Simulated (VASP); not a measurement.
Input of a VASP 6.6.1 run:

The input INCAR:

```
PREC = Accurate ; ENCUT = 500
EDIFF = 1E-6 ; ISMEAR = -1
SIGMA = 0.02 ; LREAL = False
LASPH = True ; NELM = 120
ALGO = Normal ; ISIF = 2
LWAVE = False ; LCHARG = False
GGA = CA ; NBANDS = 17
GGA_COMPAT = False
```

File KPOINTS:

```
Automatic mesh
0
Gamma
  6 6 6
```

Contents of POSCAR:

```
PbS
1.0
    2.2182951000      1.2807333000      3.4519160000
   -2.2182951000      1.2807333000      3.4519160000
    0.0000000000     -2.5614666000      3.4519160000
Pb S
1 1
Direct
    0.9805660000      0.9805660000      0.9805660000
    0.4750360000      0.4750360000      0.4750360000
```

Potentials or basis: VASP PAW LDA potentials, release 64 (Pb_d, S).

Run with:

```sh
$ cat potpaw_LDA.64/Pb_d/POTCAR potpaw_LDA.64/S/POTCAR > POTCAR
$ mpirun -np 1 vasp_std > vasp.out
```

What does it give for the largest force?

0.034 eV/Å.

Estimate the pressure.

-7.5 GPa.

Stress tensor (GPa, compression positive):
```
-8.15  0.00  0.00
 0.00 -8.15  0.00
 0.00  0.00 -6.13
```
